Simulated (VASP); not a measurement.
# Sn2Bi3O3 (P-62m) in VASP: single point with PBE

Aim: the single point of Sn2Bi3O3 with PBE.

All numbers are computed with VASP 6.6.1; they aren't measurements. Logs are shortened: lines on timing, memory, paths and dates and some standing lists are left out, and cuts for length are marked.

## 1. The cell of the first run

The structure is hexagonal, space group P-62m (No. 189). Conventional cell: a = 8.089 Å, b = 8.089 Å, c = 3.650 Å, α = 90.00°, β = 90.00°, γ = 120.00°. Within 4.0 Å of Sn (site symmetry -6) lie 6 O at 3.02 Å and 3 Bi at 3.03 Å and 2 Sn at 3.65 Å. Within 3.0 Å of Bi (site symmetry m2m) lie 2 O at 2.26 Å. O (site symmetry m2m) has 2 Bi at 2.26 Å within 3.0 Å.

## 2. Single point, PBE

File INCAR:

```
ALGO     = Normal         # electronic algorithm
EDIFF    = 1E-6           # SCF threshold, eV
ENCUT    = 520            # plane-wave cutoff, eV
GGA      = PE             # functional
ISIF     = 2              # what is computed and relaxed
ISMEAR   = 0              # smearing method
LASPH    = T              # aspherical terms in the spheres
LCHARG   = F              # write CHGCAR
LREAL    = F              # projectors in reciprocal space
LWAVE    = F              # write WAVECAR
NBANDS   = 56             # bands
NELM     = 60             # most SCF steps
PREC     = Accurate       # precision mode
SIGMA    = 0.2            # smearing width, eV
```

File KPOINTS:

```
k-points
0
Gamma
  3 3 5
```

File POSCAR:

```
Sn2Bi3O3
1.0
    8.0887145027      0.0000000030      0.0000000000
   -4.0443572540      7.0050322418      0.0000000000
    0.0000000000      0.0000000000      3.6500407578
Sn Bi O
2 3 3
Direct
    0.3333333333      0.6666666667      0.0000000000
    0.6666666667      0.3333333333      0.0000000000
    0.7379066718      0.0000000000      0.0000000000
    0.2620933282      0.2620933282      0.0000000000
    0.0000000000      0.7379066718      0.0000000000
    0.5727511392      0.0000000000      0.5000000000
    0.4272488608      0.4272488608      0.5000000000
    0.0000000000      0.5727511392      0.5000000000
```

Potentials or basis: VASP PAW PBE potentials, release 64 (Sn_d, Bi_d, O).

Run with:

```bash
cat potpaw_PBE.64/Sn_d/POTCAR potpaw_PBE.64/Bi_d/POTCAR potpaw_PBE.64/O/POTCAR > POTCAR
mpirun -np 1 vasp_std > vasp.out
```

OUTCAR:

```text
EDIFF = 1E-6
   ENCUT = 520
   GGA = PE
   ISIF = 2
   ISMEAR = 0
   LASPH = T
   LREAL = F
   NELM = 60
   PREC = Accurate

 ion  position               nearest neighbor table
   1  0.333  0.667  0.000-   5 3.03   3 3.03   4 3.03
   2  0.667  0.333  0.000-   3 3.03   5 3.03   4 3.03
   3  0.738  0.000  0.000-   6 2.26   6 2.26   2 3.03   1 3.03   4 3.67   5 3.67
   4  0.262  0.262  0.000-   7 2.26   7 2.26   2 3.03   1 3.03   3 3.67   5 3.67
   5  0.000  0.738  0.000-   8 2.26   8 2.26   1 3.03   2 3.03   4 3.67   3 3.67
   6  0.573  0.000  0.500-   3 2.26   3 2.26
   7  0.427  0.427  0.500-   4 2.26   4 2.26
   8  0.000  0.573  0.500-   5 2.26   5 2.26

  LATTYP: Found a hexagonal cell.
 ALAT       =     8.0887145027
 C/A-ratio  =     0.4512510309

  Lattice vectors:

 A1 = (   8.0887145027,   0.0000000030,   0.0000000000)
 A2 = (  -4.0443572540,   7.0050322418,   0.0000000000)
 A3 = (   0.0000000000,   0.0000000000,   3.6500407578)

Analysis of symmetry for initial positions (statically):
=====================================================================
 Subroutine PRICEL returns:
 Original cell was already a primitive cell.

 Routine SETGRP: Setting up the symmetry group for a
 hexagonal supercell.

 Subroutine GETGRP returns: Found 12 space group operations
 (whereof 12 operations were pure point group operations)
 out of a pool of 24 trial point group operations.

The static configuration has the point symmetry D_3h.

Analysis of symmetry for dynamics (positions and initial velocities):
=====================================================================
 Subroutine PRICEL returns:
 Original cell was already a primitive cell.

 Routine SETGRP: Setting up the symmetry group for a
 hexagonal supercell.

 Subroutine GETGRP returns: Found 12 space group operations
 (whereof 12 operations were pure point group operations)
 out of a pool of 24 trial point group operations.

The dynamic configuration has the point symmetry D_3h.

 Subroutine INISYM returns: Found 12 space group operations
 (whereof 12 operations are pure point group operations),
 and found     1 'primitive' translations

----------------------------------------------------------------------------------------

                                     Primitive cell

  volume of cell :     206.8175

  direct lattice vectors                    reciprocal lattice vectors
     8.088714503  0.000000003  0.000000000     0.123629039  0.071377259  0.000000000
    -4.044357254  7.005032242  0.000000000    -0.000000000  0.142754518  0.000000000
     0.000000000  0.000000000  3.650040758     0.000000000  0.000000000  0.273969543

  length of vectors
     8.088714503  8.088714503  3.650040758     0.142754518  0.142754518  0.273969543

  position of ions in fractional coordinates (direct lattice)
     0.333333333  0.666666667  0.000000000
     0.666666667  0.333333333  0.000000000
     0.737906672  0.000000000  0.000000000
     0.262093328  0.262093328  0.000000000
     0.000000000  0.737906672  0.000000000
     0.572751139  0.000000000  0.500000000
     0.427248861  0.427248861  0.500000000
     0.000000000  0.572751139  0.500000000

  ion indices of the primitive-cell ions
   primitive index   ion index
                 1           1
                 2           2
                 3           3
                 4           4
                 5           5
                 6           6
                 7           7
                 8           8

----------------------------------------------------------------------------------------

 KPOINTS: k-points

Automatic generation of k-mesh.
 Grid dimensions read from file:
 generate k-points for:    3    3    5

 Generating k-lattice:

  Cartesian coordinates                     Fractional coordinates (reciprocal lattice)
     0.041209680  0.023792420  0.000000000     0.333333333  0.000000000  0.000000000
    -0.000000000  0.047584839  0.000000000     0.000000000  0.333333333  0.000000000
     0.000000000  0.000000000  0.054793909     0.000000000  0.000000000  0.200000000

  Length of vectors
     0.047584839  0.047584839  0.054793909

  Shift w.r.t. Gamma in fractional coordinates (k-lattice)
     0.000000000  0.000000000  0.000000000

 Subroutine IBZKPT returns following result:
 ===========================================

 Found      9 irreducible k-points:

 Following reciprocal coordinates:
            Coordinates               Weight
  0.000000  0.000000  0.000000      1.000000
  0.333333 -0.000000  0.000000      6.000000
  0.333333  0.333333  0.000000      2.000000
  0.000000  0.000000  0.200000      2.000000
  0.333333 -0.000000  0.200000     12.000000
  0.333333  0.333333  0.200000      4.000000
  0.000000  0.000000  0.400000      2.000000
  0.333333 -0.000000  0.400000     12.000000
  0.333333  0.333333  0.400000      4.000000
   k-points           NKPTS =      9   k-points in BZ     NKDIM =      9   number of bands    NBANDS=     56
   number of dos      NEDOS =    301   number of ions     NIONS =      8
   total plane-waves  NPLWV = 100800
   dimension x,y,z NGX =    60 NGY =   60 NGZ =   28
   dimension x,y,z NGXF=   120 NGYF=  120 NGZF=   56
   ions per type =               2   3   3
   NGX,Y,Z   is equivalent  to a cutoff of  12.33, 12.33, 12.75 a.u.
   NGXF,Y,Z  is equivalent  to a cutoff of  24.66, 24.66, 25.51 a.u.
 SYSTEM =  unknown system
   PREC   = accura    normal or accurate (medium, high low for compatibility)
   ISTART =      0    job   : 0-new  1-cont  2-samecut
   ICHARG =      2    charge: 1-file 2-atom 10-const
   ISPIN  =      1    spin polarized calculation?
   LNONCOLLINEAR =      F non collinear calculations
   LSORBIT =      F    spin-orbit coupling
   LASPH  =      T    aspherical Exc in radial PAW
   ENCUT  =  520.0 eV  38.22 Ry    6.18 a.u.  15.04 15.04  6.79*2*pi/ulx,y,z
   NELM   =     60;   NELMIN=  2; NELMDL= -5     # of ELM steps
   EDIFF  = 0.1E-05   stopping-criterion for ELM
   LREAL  =      F    real-space projection
   EDIFFG = 0.1E-04   stopping-criterion for IOM
   NSW    =      0    number of steps for IOM
   IBRION =     -1    ionic relax: 0-MD 1-quasi-New 2-CG
   NFREE  =      0    steps in history (QN), initial steepest desc. (CG)
   ISIF   =      2    stress and relaxation
   ISYM   =      2    0-nonsym 1-usesym 2-fastsym
   POTIM  = 0.5000    time-step for ionic-motion
   TEBEG  =    0.0;   TEEND  =   0.0 temperature during run
   PSTRESS=    0.0 pullay stress
   NELECT =      91.0000    total number of electrons
   NUPDOWN=      -1.0000    fix difference up-down
   EMIN   =  10.00;   EMAX   =-10.00  energy-range for DOS
   EFERMI =   0.00;   METHOD = LEGACY
   ISMEAR =     0;   SIGMA  =   0.20  broadening in eV -4-tet -1-fermi 0-gaus
   EFERMI_NEDOS =   21; number of points for ismear=-14 and -15
   IALGO  =     38    algorithm
   IMIX   =      4    mixing-type and parameters
     AMIX     =   0.40;   BMIX     =  1.00
     AMIX_MAG =   1.60;   BMIX_MAG =  1.00
  volume/ion in A,a.u.               =      25.85       174.46
  Fermi-wavevector in a.u.,A,eV,Ry     =   1.245163  2.353017 21.094890  1.550431
  Thomas-Fermi vector in A             =   2.379397
   LORBIT       =      0    0 simple, 1 ext, 2 COOP (PROOUT), +10 PAW based schemes
   GGA     = PE    functional components
   LHFCALC =     F    Hartree Fock is set to
   AEXX    =    0.0000 exact exchange contribution
   IVDW    =     0    specifies the selected vdW correction
   LEPSILON=     F    determine dielectric tensor
   LRPA    =     F    only Hartree local field effects (RPA)
 non-spin polarized calculation
 Gauss-broadening in eV      SIGMA  =   0.20
  energy-cutoff  :      520.00
  volume of cell :      206.82
 maximum number of plane-waves:      5582
   NGX = 31   NGY = 31   NGZ = 13

 number of electron      90.9999983 magnetization

 Free energy of the ion-electron system (eV)
  ---------------------------------------------------
  ext. energy  EPLUGINS =         0.00000000
  ---------------------------------------------------
  free energy    TOTEN  =       -36.02956115 eV

  energy without entropy =      -35.96888327  energy(sigma->0) =      -35.99922221

 E-fermi :   5.3369     XC(G=0):  -9.2450

 val. band max:        5.2936305048   @ k =   0.0000   0.0000   0.0000
 cond. band min:       5.3758633515   @ k =   0.3333   0.3333   0.4000
 fundamental gap:      0.0822328467
 Fermi energy:         5.3368592056

 k-point     1 :       0.0000    0.0000    0.0000
  band No.  band energies     occupation
      1     -17.8998      2.00000
      2     -17.8833      2.00000
      3     -17.8833      2.00000
      4     -17.8064      2.00000
      5     -17.7945      2.00000
      6     -17.7945      2.00000
[... 48 lines left out ...]
     55       9.9806      0.00000
     56       9.9821      0.00000

 k-point     2 :       0.3333   -0.0000    0.0000
  band No.  band energies     occupation
      1     -17.8991      2.00000
      2     -17.8836      2.00000
      3     -17.8833      2.00000
      4     -17.8072      2.00000
      5     -17.7943      2.00000
      6     -17.7939      2.00000
[... 48 lines left out ...]
     55      10.0393      0.00000
     56      10.1222      0.00000

 k-point     3 :       0.3333    0.3333    0.0000
  band No.  band energies     occupation
      1     -17.8987      2.00000
      2     -17.8836      2.00000
      3     -17.8836      2.00000
      4     -17.8076      2.00000
      5     -17.7939      2.00000
      6     -17.7939      2.00000
[... 287 lines left out ...]
 k-point     8 :       0.3333   -0.0000    0.4000
  band No.  band energies     occupation
      1     -17.9498      2.00000
      2     -17.9358      2.00000
      3     -17.9352      2.00000
      4     -17.7828      2.00000
      5     -17.7629      2.00000
      6     -17.7627      2.00000
[... 48 lines left out ...]
     55       9.5798      0.00000
     56      10.3858      0.00000

 k-point     9 :       0.3333    0.3333    0.4000
  band No.  band energies     occupation
      1     -17.9503      2.00000
      2     -17.9352      2.00000
      3     -17.9352      2.00000
      4     -17.7830      2.00000
      5     -17.7637      2.00000
      6     -17.7637      2.00000
[... 48 lines left out ...]
     55      10.6045      0.00000
     56      10.7320      0.00000

------------------------ aborting loop because EDIFF is reached ----------------------------------------

  FORCE on cell =-STRESS in cart. coord.  units (eV):
  Direction    XX          YY          ZZ          XY          YZ          ZX
  --------------------------------------------------------------------------------------
  -------------------------------------------------------------------------------------
  Total        0.2019233      0.2019233      0.7129965     -0.0000000     -0.0000000      0.0000000
  in kB        1.5642629      1.5642629      5.5234521     -0.0000000     -0.0000000      0.0000000
  external PRESSURE =       2.8839927 kB  Pullay stress =       0.0000000 kB

 VOLUME and BASIS-vectors are now :
 -----------------------------------------------------------------------------
  energy-cutoff  :      520.00
  volume of cell :      206.82
      direct lattice vectors                 reciprocal lattice vectors
     8.088714503  0.000000003  0.000000000     0.123629039  0.071377259  0.000000000
    -4.044357254  7.005032242  0.000000000    -0.000000000  0.142754518  0.000000000
     0.000000000  0.000000000  3.650040758     0.000000000  0.000000000  0.273969543

 POSITION                                       TOTAL-FORCE (eV/Angst)
 -----------------------------------------------------------------------------------
     -0.00000      4.67002      0.00000        -0.000000     -0.000000      0.000000
      4.04436      2.33501      0.00000        -0.000000      0.000000      0.000000
      5.96872      0.00000      0.00000         0.026384      0.000000     -0.000000
      1.06000      1.83597      0.00000        -0.013192     -0.022849      0.000000
     -2.98436      5.16906      0.00000        -0.013192      0.022849      0.000000
      4.63282      0.00000      1.82502        -0.014408     -0.000000      0.000000
      1.72795      2.99289      1.82502         0.007204      0.012478      0.000000
     -2.31641      4.01214      1.82502         0.007204     -0.012478      0.000000
 -----------------------------------------------------------------------------------
    total drift:                               -0.000000     -0.000001      0.000000

  FREE ENERGIE OF THE ION-ELECTRON SYSTEM (eV)
  ---------------------------------------------------
  free  energy   TOTEN  =       -36.0295611512 eV

  energy  without entropy=      -35.9688832686  energy(sigma->0) =      -35.99922221
```

It took 57 s on 1 thread of Intel Xeon 6975P-C (Granite Rapids), shared host; peak memory 0.34 GiB.

What came out:

```
Free energy   : -36.0296 eV
Pressure      : 0.3 GPa
Largest force : 0.026 eV/Å
```

Forces on the atoms (eV/Å):
```
Sn   0.000  0.000  0.000
Sn   0.000  0.000  0.000
Bi   0.026  0.000  0.000
Bi  -0.013 -0.023  0.000
Bi  -0.013  0.023  0.000
O   -0.014  0.000  0.000
O    0.007  0.012  0.000
O    0.007 -0.012  0.000
```

Levels at points of the mesh, in eV from the Fermi level:
```csv
k point,band 41,band 42,band 43,band 44,band 45,band 46,band 47,band 48,band 49,band 50
"(0.00, 0.00, 0.00)",-2.67,-1.67,-1.67,-1.67,-0.04,0.51,0.51,1.88,2.91,2.91
```

Caveat: spin-orbit coupling is left out, which moves the levels of the heavy elements; an odd number of electrons without spin polarisation forces a metal; a magnetic or distorted state may lie lower.
